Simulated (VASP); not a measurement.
GaSb3: single point with PBEsol

The system is GaSb3.

```
Ga Sb
1.0
     0.00000    3.58066    3.58066
     3.58066    0.00000    3.58066
     3.58066    3.58066    0.00000
Ga Sb
1 3
Direct
  0.00000 0.00000 0.00000
  0.25000 0.25000 0.25000
  0.75000 0.75000 0.75000
  0.50000 0.50000 0.50000
```

This cell differs from its parent crystal: volume 22.954 Å^3 an atom, c/a of the conventional cell 1.0000.

- Program: VASP 6.6.1
- Task: single point
- Functional: PBEsol
- Potentials or basis: VASP PAW PBE potentials, release 64 (Ga_d, Sb)
- Cutoff: 520 eV
- k mesh: 10 × 10 × 10
- Occupations: gaussian, width 0.15 eV
- Spin: no spin polarisation

- Pressure: 4.1 GPa
- Band gap on the k mesh: zero (band 14 reaches 10.39 eV, above the bottom of band 15 at 6.23 eV)

Levels at points of the mesh, in eV from the Fermi level:
```tsv
k point	band 10	band 11	band 12	band 13	band 14	band 15	band 16	band 17	band 18	band 19
(0.00, 0.00, 0.00)	-2.91	-2.91	-2.69	-2.69	-2.69	-2.55	-0.87	-0.87	-0.87	3.34
(0.50, 0.00, 0.00)	-3.98	-3.98	-3.00	-3.00	-0.04	0.30	2.30	2.30	3.10	3.10
(0.50, 0.50, 0.00)	-5.84	-5.84	1.16	1.28	1.28	1.54	2.15	2.15	2.48	4.15
```

It took 46 s on 1 thread of Intel(R) Xeon(R) 6975P-C (Granite Rapids), with other jobs on the host, peak memory 0.28 GiB.

Caveat: the PAW data sets were made with another functional, which shifts forces and pressure a little; spin-orbit coupling is left out, which moves the levels of the heavy elements.
